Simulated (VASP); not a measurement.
The system is AlN.

```
CELL_PARAMETERS angstrom
0.00620 0.01527 3.04686
5.27230 -0.01723 0.01059
-0.01723 5.31651 0.02606
ATOMIC_POSITIONS crystal
Al 0.00232 0.65748 0.66022
Al 0.50669 0.15942 0.84452
Al 0.45078 0.78117 0.19153
Al 0.00109 0.34237 0.31960
N 0.53006 0.84539 0.80796
N 0.53680 0.22174 0.17663
N 0.98025 0.69281 0.31501
N 0.99201 0.29962 0.68453
```

- Program: VASP 6.6.1
- Task: relaxation of cell and atoms
- Functional: PBE
- Potentials or basis: VASP PAW PBE potentials, release 64 (Al, N)
- Cutoff: 600 eV
- k mesh: 4 × 4 × 4
- Occupations: gaussian, width 0.1 eV
- Spin: no spin polarisation

At the start: pressure 16.7 GPa; volume 10.68 Å³/atom.

Question: How do energy, volume and symmetry change on relaxing?

Answer: Over 23 steps the energy falls by 342.2 meV/atom and the volume is 11.06 Å³/atom (+3.6 %); space group P1 (No. 1, to 0.1 Å) before, P4_2/mnm (No. 136, to 0.1 Å).

Step by step:
| step | energy change (eV) | largest force (eV/Å) | pressure (GPa) | volume (Å³) |
| --- | --- | --- | --- | --- |
| 1 | 0.0000 | 7.4089 | 16.72 | 85.40 |
| 2 | -0.6724 | 2.9036 | -12.23 | 99.84 |
| 3 | -2.0426 | 2.5047 | -4.29 | 91.85 |
| 4 | -2.0458 | 2.4520 | -3.94 | 91.65 |
| 5 | -2.4969 | 1.8661 | -2.42 | 89.89 |
| 6 | -2.4988 | 1.7166 | -2.66 | 90.01 |
| 7 | -2.6766 | 0.7939 | 2.11 | 87.44 |
| 8 | -2.6768 | 0.8118 | 1.91 | 87.53 |
| 9 | -2.7188 | 0.3706 | -0.25 | 88.53 |
| 10 | -2.7199 | 0.2782 | 0.02 | 88.39 |
| 11 | -2.7282 | 0.1633 | -0.18 | 88.51 |
| 12 | -2.7285 | 0.1576 | -0.23 | 88.54 |
| 13 | -2.7328 | 0.1246 | 0.08 | 88.42 |
| 14 | -2.7335 | 0.1564 | 0.28 | 88.34 |
| 15 | -2.7360 | 0.0880 | 0.02 | 88.47 |
| 16 | -2.7360 | 0.0865 | 0.00 | 88.48 |
| 17 | -2.7367 | 0.0587 | -0.08 | 88.52 |
| 18 | -2.7367 | 0.0709 | -0.09 | 88.52 |
| 19 | -2.7371 | 0.0287 | 0.02 | 88.46 |
| 20 | -2.7372 | 0.0335 | 0.08 | 88.43 |
| 21 | -2.7374 | 0.0322 | -0.02 | 88.48 |
| 22 | -2.7374 | 0.0371 | -0.05 | 88.49 |
| 23 | -2.7375 | 0.0195 | -0.01 | 88.48 |

Final structure:
```cif
data_structure
_symmetry_space_group_name_H-M 'P 1'
_symmetry_Int_Tables_number 1
_cell_length_a 3.1235
_cell_length_b 5.3183
_cell_length_c 5.3261
_cell_angle_alpha 90.006
_cell_angle_beta 90.005
_cell_angle_gamma 90.001
_cell_volume 88.48
loop_
_atom_site_label
_atom_site_type_symbol
_atom_site_fract_x
_atom_site_fract_y
_atom_site_fract_z
_atom_site_occupancy
Al1 Al 0.00032 0.67634 0.67781 1
Al2 Al 0.49948 0.17635 0.82219 1
Al3 Al 0.50006 0.82376 0.17776 1
Al4 Al 0.00019 0.32368 0.32225 1
N1 N 0.50027 0.81411 0.81622 1
N2 N 0.50018 0.18579 0.18384 1
N3 N 0.00013 0.68580 0.31617 1
N4 N 0.99937 0.31416 0.68376 1
```

Caveat: the k points lie up to 0.50 Å⁻¹ apart in the final cell.
